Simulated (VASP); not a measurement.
## In3As: single point with PBE

In3As:

```
In As
1.0
    -2.96946    2.96946    3.01001
     2.96946   -2.96946    3.01001
     2.96946    2.96946   -3.01001
In As
3 1
Direct
  0.50000 0.50000 0.00000
  0.50000 0.00000 0.50000
  0.00000 0.50000 0.50000
  0.00000 0.00000 0.00000
```

- Program: VASP 6.6.1
- Task: single point
- Functional: PBE
- Potentials or basis: VASP PAW PBE potentials, release 64 (In_d, As)
- Cutoff: 520 eV
- k mesh: 4 × 4 × 4
- Occupations: gaussian, width 0.1 eV
- Spin: no spin polarisation

```json
{
 "Pressure": "0.0 GPa",
 "Band gap on the k mesh": "zero (band 22 reaches 7.02 eV, above the bottom of band 23 at 5.21 eV)"
}
```

Stress tensor (GPa, compression positive):
```
 0.15  0.00  0.00
 0.00  0.15  0.00
 0.00  0.00 -0.37
```

Levels at points of the mesh, in eV from the Fermi level:
```tsv
k point	band 21	band 22	band 23	band 24	band 25	band 26
(0.00, 0.00, 0.00)	-1.66	-1.50	-0.77	-0.77	-0.71	3.59
(0.50, 0.00, 0.00)	-1.56	0.03	0.66	1.56	1.78	3.88
(0.50, 0.50, 0.00)	-1.54	0.13	0.73	1.71	1.87	3.95
(0.50, 0.50, 0.50)	-4.34	0.68	0.68	0.81	1.21	6.77
```

It took 38 s on 1 thread of Intel Xeon 6975P-C (shared host), peak memory 0.25 GiB.

Caveat: the k points lie up to 0.37 Å⁻¹ apart; spin-orbit coupling is left out, which moves the levels of the heavy elements.
